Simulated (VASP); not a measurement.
Wanted: the native input for a VASP 6.6.1 run.

```yaml
Task: single point
Functional: PBE
Potentials_or_basis: VASP PAW PBE potentials, release 64 (Ba_sv, Ta_pv, C)
Cutoff: 520 eV
k_mesh: 12 × 12 × 4
Occupations: gaussian, width 0.1 eV
Spin: no spin polarisation
Dipole_correction: no
Further_INCAR_settings: ALGO = Normal; EDIFF = 1e-06; NBANDS = 28
```

The structure of Ba2TaC2 lies in POSCAR:

```
Ba2TaC2
1.0
    3.6231873536      0.0000000000      0.0000000000
   -1.8115936768      3.1377722909      0.0000000000
    0.0000000000      0.0000000000     10.2421376039
Ba Ta C
2 1 2
Direct
    0.6666666667      0.3333333333      0.2731308158
    0.6666666667      0.3333333333      0.7268691842
    0.0000000000      0.0000000000      0.0000000000
    0.3333333333      0.6666666667      0.0793263313
    0.3333333333      0.6666666667      0.9206736687
```

The input as run:

INCAR

```
SYSTEM = Ba2TaC2
  PREC = Accurate
  ENCUT = 520
  EDIFF = 1E-6
  ISMEAR = 0
  SIGMA = 0.1
  LREAL = .False.
  LASPH = .True.
  NELM = 80
  ALGO = Normal
  ISIF = 2
  LWAVE = .False.
  LCHARG = .True.
  GGA = PE
  LELF = .True.
  LVHAR = .True.
  NBANDS = 28
```

KPOINTS

```
regular mesh
0
Gamma
  12 12 4
  0 0 0
```

Potentials or basis: VASP PAW PBE potentials, release 64 (Ba_sv, Ta_pv, C).

The run is started by

```sh
$ cat potpaw_PBE.64/Ba_sv/POTCAR potpaw_PBE.64/Ta_pv/POTCAR potpaw_PBE.64/C/POTCAR > POTCAR
$ mpirun -np 1 vasp_std > vasp.out
```

It gave:

* Pressure: 1.1 GPa
* Largest force: 0.172 eV/Å

Wall time 2.4 min on 1 thread of Intel(R) Xeon(R) Platinum 8488C (Sapphire Rapids), on a shared host, peak memory 0.35 GiB.
